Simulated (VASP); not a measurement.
# AlGa3N4 (P1) in VASP: further runs, part 2 of 2

VASP 6.6.1. Earlier steps stand in the parts before.

### Step 3. Single point, PBEsol (atoms moved at random and the cell strained at random)

INCAR

```
SYSTEM = AlGa3N4
  ALGO = Normal
  EDIFF = 1E-6
  ENCUT = 520
  GGA = PS
  ISIF = 2
  ISMEAR = 0
  LASPH = .True.
  LCHARG = .False.
  LREAL = .False.
  LWAVE = .False.
  NBANDS = 41
  NELM = 80
  PREC = Accurate
  SIGMA = 0.05
```

KPOINTS

```
k-points
0
Gamma
  6 6 6
  0 0 0
```

POSCAR

```
AlGa3N4
1.0
    4.6470631552      0.0333332607      0.0550209537
    0.0333332607      4.4611148203     -0.0805217821
    0.0550209537     -0.0805217821      4.4523806203
Al Ga N
1 3 4
Direct
   -0.0166520644      0.0057612024     -0.0244366833
    0.5110411563      0.4728686483      0.0532136437
    0.5011187819     -0.0325781674      0.5199398334
    0.0369517227      0.4454674166      0.5317516574
    0.7731946932      0.7847725623      0.1769428236
    0.7498834894      0.2798446879      0.7464819183
    0.2121959353      0.7905003959      0.6868383245
    0.2322662855      0.2533632539      0.3092684825
```

Potentials or basis: VASP PAW PBE potentials, release 64 (Al, Ga_d, N).

The run is started by

```
$ cat potpaw_PBE.64/Al/POTCAR potpaw_PBE.64/Ga_d/POTCAR potpaw_PBE.64/N/POTCAR > POTCAR
$ mpirun -np 1 vasp_std > vasp.out
```

It took 8.8 min on 1 thread of Oxide Virtual Turin-like, shared host; peak memory 0.4 GiB.

It converged, with:

| Quantity | Value |
| --- | --- |
| Free energy | -49.8284 eV |
| Pressure | 13.4 GPa |
| Largest force | 14.028 eV/Å |
| Band gap on the k mesh | 1.25 eV (least direct gap 1.40 eV) |

Forces in eV/Å, atoms in the order of the input:
```
Al    2.618   2.009  -1.175
Ga   -0.019   1.224  -0.414
Ga    3.194   1.862  -2.541
Ga   -6.139   7.924   5.302
N    -4.341  -3.000   4.284
N    -1.517  -2.213   1.107
N    -1.186  -1.606   3.621
N     7.391  -6.200 -10.184
```

Stress tensor (GPa, compression positive):
```
 11.52  -4.99 -19.32
 -4.99  15.26   5.18
-19.32   5.18  13.35
```

Levels at points of the mesh, in eV from the valence-band top:
| k point | band 29 | band 30 | band 31 | band 32 | band 33 | band 34 |
| --- | --- | --- | --- | --- | --- | --- |
| (0.00, 0.00, 0.00) | -1.11 | -0.43 | -0.15 | 1.25 | 2.25 | 2.73 |
| (0.50, 0.00, 0.00) | -1.21 | -1.20 | -0.95 | 3.36 | 3.83 | 4.89 |
| (0.00, 0.50, 0.00) | -1.97 | -1.70 | -0.79 | 3.19 | 4.01 | 4.19 |
| (0.50, 0.50, 0.00) | -1.35 | -0.92 | -0.50 | 4.16 | 5.10 | 5.30 |
| (0.00, 0.00, 0.50) | -1.70 | -1.36 | -0.95 | 3.85 | 4.10 | 4.79 |
| (0.50, 0.00, 0.50) | -1.54 | -1.25 | -0.17 | 4.15 | 4.98 | 5.36 |
| (0.00, 0.50, 0.50) | -0.85 | -0.70 | -0.50 | 3.88 | 5.23 | 5.30 |
| (0.50, 0.50, 0.50) | -0.70 | -0.45 | 0.00 | 3.12 | 4.11 | 4.41 |

Caveat: the cell differs from its parent crystal (atoms moved at random and the cell strained at random); the cell stands under pressure; the PAW data sets were made with another functional, which shifts forces and pressure a little. A k mesh can miss the band edges.

### Step 4. Single point, PBEsol (atoms moved at random and the cell strained at random)

INCAR

```
SYSTEM = AlGa3N4
ALGO     = Normal         ! electronic algorithm
EDIFF    = 1E-7           ! SCF threshold, eV
ENCUT    = 520            ! plane-wave cutoff, eV
GGA      = PS             ! functional
ISIF     = 2              ! what is computed and relaxed
ISMEAR   = 0              ! smearing method
LASPH    = .True.         ! aspherical terms in the spheres
LCHARG   = .False.        ! write CHGCAR
LREAL    = .False.        ! projectors in reciprocal space
LWAVE    = .False.        ! write WAVECAR
NBANDS   = 41             ! bands
NELM     = 100            ! most SCF steps
PREC     = Accurate       ! precision mode
SIGMA    = 0.05           ! smearing width, eV
```

KPOINTS is that of step 3.

POSCAR

```
AlGa3N4
1.0
    3.9371310775     -0.0371873133      0.1301911322
   -0.0371873133      4.1568034861      0.0865100645
    0.1301911322      0.0865100645      4.2434288930
Al Ga N
1 3 4
Direct
    0.0278877652      0.0635710264      0.0145468225
    0.5296701859      0.5980257806      0.0673590948
    0.4942104999      0.0651659387      0.4642118403
   -0.0676428047      0.3894642818      0.4308086697
    0.7831713562      0.7690099266      0.1851254250
    0.7237268881      0.1658279558      0.6498062246
    0.3193512316      0.7144377072      0.8113694474
    0.1896248778      0.2344973829      0.3767724758
```

The run is started by

```
$ cat potpaw_PBE.64/Al/POTCAR potpaw_PBE.64/Ga_d/POTCAR potpaw_PBE.64/N/POTCAR > POTCAR
$ mpirun -np 1 vasp_std > vasp.out
```

It took 6.9 min on 1 thread of Oxide Virtual Turin-like, shared host; peak memory 0.33 GiB.

The run converged. Its results:

```
Free energy            : -9.7861 eV
Pressure               : 257.1 GPa
Largest force          : 67.071 eV/Å
Band gap on the k mesh : 0.17 eV (least direct gap 0.64 eV)
```

Forces in eV/Å, atoms in the order of the input:
```
Al    2.921  -1.088  -6.723
Ga  -17.380 -22.145  -6.071
Ga  -17.984 -26.615 -18.130
Ga  -42.747  51.301   6.274
N    23.434  14.072  18.095
N    21.402   5.867  41.052
N   -12.820   5.136 -12.755
N    43.175 -26.530 -21.742
```

Stress tensor (GPa, compression positive):
```
416.09 -11.82  71.01
-11.82 180.43  26.35
 71.01  26.35 174.63
```

Levels at points of the mesh, in eV from the valence-band top:
```csv
k point,band 28,band 29,band 30,band 31,band 32,band 33,band 34,band 35
"(0.00, 0.00, 0.00)",-2.91,-1.83,-1.47,-0.63,0.23,2.43,2.79,4.48
"(0.50, 0.00, 0.00)",-2.69,-2.38,-1.61,-1.11,0.17,2.65,3.89,5.15
"(0.00, 0.50, 0.00)",-2.69,-2.11,-1.63,-0.82,1.58,3.43,3.90,5.20
"(0.50, 0.50, 0.00)",-3.36,-1.50,-0.62,-0.01,1.87,3.75,4.67,5.65
"(0.00, 0.00, 0.50)",-3.20,-2.58,-1.61,-0.82,1.73,3.59,4.76,5.61
"(0.50, 0.00, 0.50)",-3.09,-1.16,-0.97,-0.20,1.26,3.13,4.82,5.70
"(0.00, 0.50, 0.50)",-2.94,-1.99,-1.08,-0.79,2.44,4.08,4.80,5.35
"(0.50, 0.50, 0.50)",-1.91,-1.08,-0.70,-0.32,2.47,3.67,4.72,5.43
```

Caveat: the cell differs from its parent crystal (atoms moved at random and the cell strained at random); atoms lie so close that the PAW spheres overlap strongly, which falsifies energies and pressures; the stress differs along the axes, from 175 to 416 GPa; semilocal functionals underestimate gaps, and a narrow one can read as zero; the PAW data sets were made with another functional, which shifts forces and pressure a little.

### Step 5. Single point, PBEsol (atoms moved at random and the cell strained at random)

INCAR

```
SYSTEM = AlGa3N4
PREC = Accurate ; ENCUT = 520
EDIFF = 1E-6 ; ISMEAR = 0
SIGMA = 0.05 ; LREAL = .False.
LASPH = .True. ; NELM = 60
ALGO = Normal ; ISIF = 2
LWAVE = .False. ; LCHARG = .True.
GGA = PS ; LELF = .True.
LVHAR = .True. ; NBANDS = 41
```

KPOINTS

```
Automatic mesh
0
Gamma
  6 6 6
  0 0 0
```

POSCAR

```
AlGa3N4
1.0
    4.4422682785     -0.0177284762     -0.0206740714
   -0.0177284762      4.4168331358      0.0175647879
   -0.0206740714      0.0175647879      4.5085283040
Al Ga N
1 3 4
Direct
    0.0234540835      0.0103748966      0.0483085376
    0.5063568157      0.5095992426      0.0052937904
    0.4607265183     -0.0097858946      0.5111078894
    0.0539865203      0.5036336861      0.5605383853
    0.7431572378      0.7519779332      0.2253926708
    0.7753301098      0.2940477499      0.6725672045
    0.2152331311      0.7122222997      0.7391720189
    0.2217555835      0.2279300865      0.2376195031
```

The run is started by

```
$ cat potpaw_PBE.64/Al/POTCAR potpaw_PBE.64/Ga_d/POTCAR potpaw_PBE.64/N/POTCAR > POTCAR
$ mpirun -np 1 vasp_std > vasp.out
```

Run time: 8.5 min. Hardware: 1 thread of Oxide Virtual Turin-like, shared host; peak memory 0.39 GiB.

The run converged. Its results:

| Property | Result |
| --- | --- |
| Free energy | -45.9763 eV |
| Pressure | 34.8 GPa |
| Largest force | 27.405 eV/Å |
| Band gap on the k mesh | 1.35 eV (least direct gap 1.49 eV) |

Forces in eV/Å, atoms in the order of the input:
```
Al   -7.205  -6.081  -7.039
Ga    0.509  -1.885  -1.027
Ga    3.494   0.567  -0.878
Ga   -9.753 -12.465 -17.801
N     0.558   1.726   1.539
N    -7.579  -6.547   5.462
N    13.685  18.309  15.119
N     6.292   6.377   4.625
```

Stress tensor (GPa, compression positive):
```
34.22 40.81 26.44
40.81 44.61 26.75
26.44 26.75 25.47
```

Levels at points of the mesh, in eV from the valence-band top:
| k point | band 28 | band 29 | band 30 | band 31 | band 32 | band 33 | band 34 | band 35 |
| --- | --- | --- | --- | --- | --- | --- | --- | --- |
| (0.00, 0.00, 0.00) | -2.21 | -0.99 | -0.28 | -0.14 | 1.35 | 1.69 | 3.05 | 3.34 |
| (0.50, 0.00, 0.00) | -2.79 | -2.46 | -1.00 | -0.69 | 3.42 | 4.30 | 4.61 | 5.23 |
| (0.00, 0.50, 0.00) | -1.99 | -1.65 | -1.47 | -1.02 | 3.51 | 3.92 | 5.07 | 5.57 |
| (0.50, 0.50, 0.00) | -1.85 | -1.67 | -0.87 | -0.62 | 4.01 | 5.28 | 5.89 | 6.03 |
| (0.00, 0.00, 0.50) | -2.26 | -1.76 | -1.65 | -1.02 | 3.30 | 3.92 | 4.75 | 5.51 |
| (0.50, 0.00, 0.50) | -1.59 | -1.40 | -0.95 | -0.76 | 4.44 | 5.19 | 5.58 | 5.97 |
| (0.00, 0.50, 0.50) | -2.31 | -2.08 | -0.57 | -0.14 | 4.90 | 5.17 | 5.50 | 5.79 |
| (0.50, 0.50, 0.50) | -1.40 | -0.93 | -0.38 | 0.00 | 3.56 | 3.83 | 4.66 | 5.16 |

Caveat: the cell differs from its parent crystal (atoms moved at random and the cell strained at random); the stress differs along the axes, from 25 to 45 GPa; the PAW data sets were made with another functional, which shifts forces and pressure a little. A k mesh can miss the band edges.

### Step 6. Overview

```csv
cell,gap on the mesh (eV),pressure (GPa),largest force (eV/Å)
"a = 4.477, b = 4.469, c = 4.464 Å, angles 90.9, 87.4, 91.0°, 8 atoms, atomic positions A",1.51,10.2,10.23
"a = 4.648, b = 4.462, c = 4.453 Å, angles 92.1, 88.6, 89.2°, 8 atoms, atomic positions B",1.25,13.4,14.03
"a = 3.939, b = 4.158, c = 4.246 Å, angles 87.7, 86.4, 91.0°, 8 atoms, atomic positions C",0.17,257.1,67.07
"a = 4.442, b = 4.417, c = 4.509 Å, angles 89.5, 90.5, 90.5°, 8 atoms, atomic positions D",1.35,34.8,27.41
```

Alike in all rows: task single point; level PBEsol; potentials or basis VASP PAW PBE potentials, release 64 (Al, Ga_d, N); no spin polarisation; k mesh 6 × 6 × 6; cutoff (eV) 520; smearing gaussian 0.05 eV.

Caveats: the PAW data sets were made with another functional, which shifts forces and pressure a little; the cell stands under pressure (at least some runs); atoms lie so close that the PAW spheres overlap strongly, which falsifies energies and pressures (at least some runs); the stress differs along the axes, from 175 to 416 GPa (at least some runs); semilocal functionals underestimate gaps, and a narrow one can read as zero (at least some runs); the stress differs along the axes, from 25 to 45 GPa (at least some runs).

Absolute energies hang on the potentials; compare differences alone.
